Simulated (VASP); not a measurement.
Wanted: the native input for a VASP 6.6.1 run.

| Item | Value |
| --- | --- |
| Task | single point |
| Functional | PBE |
| Dispersion | D3(BJ) |
| Potentials or basis | VASP PAW PBE potentials, release 64 (O) |
| Cutoff | 520 eV |
| k mesh | 10 × 10 × 8 |
| Occupations | gaussian, width 0.02 eV |
| Spin | collinear spin, ferromagnetic start |
| Starting moments | [0.61, 0.61] μB |
| Dipole correction | no |
| Further INCAR settings | ALGO = Normal; EDIFF = 1e-06; NBANDS = 17 |

The structure of O lies in POSCAR:

```
O
1.0
    3.0600720827     -1.7887346169      0.0122753686
    3.0600720827      1.7887346169      0.0122753686
   -2.5540226286      0.0000000000      3.7541639776
O
2
Direct
    0.0204886948      0.0204886948      0.1475889247
    0.9795113052      0.9795113052      0.8524110753
```

These files were run (other wordings do the same):

INCAR

```
PREC     = Accurate       # precision mode
ENCUT    = 520            # plane-wave cutoff, eV
EDIFF    = 1E-6           # SCF threshold, eV
ISMEAR   = 0              # smearing method
SIGMA    = 0.02           # smearing width, eV
LREAL    = False          # projectors in reciprocal space
LASPH    = True           # aspherical terms in the spheres
NELM     = 150            # most SCF steps
ALGO     = Normal         # electronic algorithm
ISIF     = 2              # what is computed and relaxed
LWAVE    = False          # write WAVECAR
LCHARG   = False          # write CHGCAR
ISPIN    = 2              # spin polarisation
MAGMOM   = 0.61 0.61      # initial moments
LORBIT   = 11             # projections on sites
GGA      = PE             # functional
IVDW     = 12             # dispersion correction
NBANDS   = 17             # bands
```

KPOINTS

```
regular mesh
0
Gamma
  10 10 8
```

Potentials or basis: VASP PAW PBE potentials, release 64 (O).

The run is started by

```console
$ cat potpaw_PBE.64/O/POTCAR > POTCAR
$ mpirun -np 1 vasp_std > vasp.out
```

It gave:

The pressure is 1.6 GPa and the largest force is 1.154 eV/Å. The band gap on the k mesh is 1.60 eV (least direct gap 1.78 eV) and the net moment is 2.00 μB per cell. The site moments are O +0.81 μB and the valence electrons inside the program's atomic spheres are O 4.91. The dispersion energy per atom is -0.037 eV.

Caveat: the standard files for N, O and F lose accuracy on very short bonds; forces of over 1 eV/Å act on the atoms, so gaps and moduli don't describe the material at rest.

It took 120 s on 1 thread of Intel(R) Xeon(R) 6975P-C (Granite Rapids) (shared host), peak memory 0.33 GiB.
